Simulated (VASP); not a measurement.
Write the native input for VASP 6.6.1 that does the following.

```yaml
Task: single point
Functional: PBE
Potentials_or_basis: VASP PAW PBE potentials, release 64 (Ti_sv, Al, F)
Cutoff: 520 eV
k_mesh: 6 × 6 × 4
Occupations: gaussian, width 0.1 eV
Spin: collinear spin
Starting_moments: "[1.0, 0.0, 0.0] μB"
Dipole_correction: no
Further_INCAR_settings: ALGO = Normal; EDIFF = 1e-06; NBANDS = 22
```

The structure of TiAlF lies in POSCAR:

```
TiAlF
1.0
    2.9704548702      0.0000000000      0.0000000000
    0.0000000000      2.9704548702      0.0000000000
    0.0000000000      0.0000000000      5.4849832887
Ti Al F
1 1 1
Direct
    0.5000000000      0.5000000000      0.0000000000
    0.5000000000      0.5000000000      0.5000000000
    0.0000000000      0.0000000000      0.0000000000
```

The cell was built from a structure type or drawn by symmetry, and may not be a known phase.

These files were run (other wordings do the same):

INCAR

```
SYSTEM = TiAlF
ALGO = Normal
EDIFF = 1E-6
ENCUT = 520
GGA = PE
ISIF = 2
ISMEAR = 0
ISPIN = 2
LASPH = .TRUE.
LCHARG = .TRUE.
LELF = .TRUE.
LMAXMIX = 4
LORBIT = 11
LREAL = .FALSE.
LVHAR = .TRUE.
LWAVE = .FALSE.
MAGMOM = 1 0 0
NBANDS = 22
NELM = 150
PREC = Accurate
SIGMA = 0.1
```

KPOINTS

```
k-points
0
G
  6 6 4
  0 0 0
```

Potentials or basis: VASP PAW PBE potentials, release 64 (Ti_sv, Al, F).

Run with:

```bash
$ cat potpaw_PBE.64/Ti_sv/POTCAR potpaw_PBE.64/Al/POTCAR potpaw_PBE.64/F/POTCAR > POTCAR
$ mpirun -np 1 vasp_std > vasp.out
```

It gave:

```yaml
Pressure: 0.0 GPa
Band_gap_on_the_k_mesh: zero (filled and empty bands overlap)
Net_moment: 0.00 μB per cell
Valence_electrons_inside_the_program's_atomic_spheres: Ti 10.22; Al 0.78; F 6.13
```

Wall time 44 s on 1 thread of Intel(R) Xeon(R) Platinum 8259CL CPU @ 2.50GHz (Skylake/Cascade Lake), with other jobs on the host, peak memory 0.2 GiB.
